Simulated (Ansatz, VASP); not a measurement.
Pb in VASP and in Ansatz

Contents of POSCAR:

```
Pb
1.0
    0.0000000000      2.5148540385      2.5148540385
    2.5148540385      0.0000000000      2.5148540385
    2.5148540385      2.5148540385      0.0000000000
Pb
1
Direct
    0.0000000000      0.0000000000      0.0000000000
```

Contents of INCAR.step1:

```
ALGO     = Normal         # electronic algorithm
EDIFF    = 1E-4           # SCF threshold, eV
ENCUT    = 520            # plane-wave cutoff, eV
GGA      = PE             # functional
ISMEAR   = 0              # smearing method
LASPH    = True           # aspherical terms in the spheres
LCHARG   = False          # write CHGCAR
LREAL    = False          # projectors in reciprocal space
LWAVE    = True           # write WAVECAR
NBANDS   = 13             # bands
NELM     = 60             # most SCF steps
PREC     = Accurate       # precision mode
SIGMA    = 0.05           # smearing width, eV
```

The input INCAR.step2:

```
ALGO     = Normal         # electronic algorithm
EDIFF    = 1E-6           # SCF threshold, eV
ENCUT    = 520            # plane-wave cutoff, eV
ISIF     = 2              # what is computed and relaxed
ISMEAR   = 0              # smearing method
ISTART   = 1            
LASPH    = True           # aspherical terms in the spheres
LCHARG   = False          # write CHGCAR
LMIXTAU  = True         
LREAL    = False          # projectors in reciprocal space
LWAVE    = False          # write WAVECAR
METAGGA  = R2SCAN         # meta-GGA
NBANDS   = 13             # bands
NELM     = 60             # most SCF steps
PREC     = Accurate       # precision mode
SIGMA    = 0.05           # smearing width, eV
```

KPOINTS

```
k-points
0
Gamma
  14 14 14
```

Input for Ansatz:

```yaml
crystal:
  lattice:
    - [0.0, 2.5148540385, 2.5148540385]
    - [2.5148540385, 0.0, 2.5148540385]
    - [2.5148540385, 2.5148540385, 0.0]
  atoms:
    - { symbol: Pb, position: [0.0, 0.0, 0.0] }
basis:
  ecutwfc: 500
  ecutrho_ratio: 4
kpoints:
  mp_grid: { grid: [14, 14, 14] }
hamiltonian:
  xc: r2scan
scf:
  occupations: { method: gaussian, width: 0.05 }
output:
  forces: true
  stress: true
  eigenvalues: true
```

Alike in both runs: task single point; functional r2SCAN; k mesh 14 × 14 × 14; occupations gaussian, width 0.05 eV; no spin polarisation.

|  | VASP | Ansatz |
| --- | --- | --- |
| version | VASP 6.6.1 | Ansatz 0.2.0 |
| potentials or method | VASP PAW PBE potentials, release 64 (Pb_d), cutoff 520 eV | scalar-relativistic, plane waves, PAW |
| valence electrons in the cell | 14 | 14 |

|  | VASP | Ansatz | Ansatz less VASP |
| --- | --- | --- | --- |
| gap on the k mesh at the Fermi level (eV) | none | none | - |
| pressure (GPa) | -0.9 | -0.8 | +0.01 |

VASP's potentials were made for PBE, not for r2SCAN. A gap of «none» marks a metal or a gap that the smearing closes. The functional is the same, so the differences come from potentials, cutoffs and numerics.

Spin-orbit coupling is off throughout.
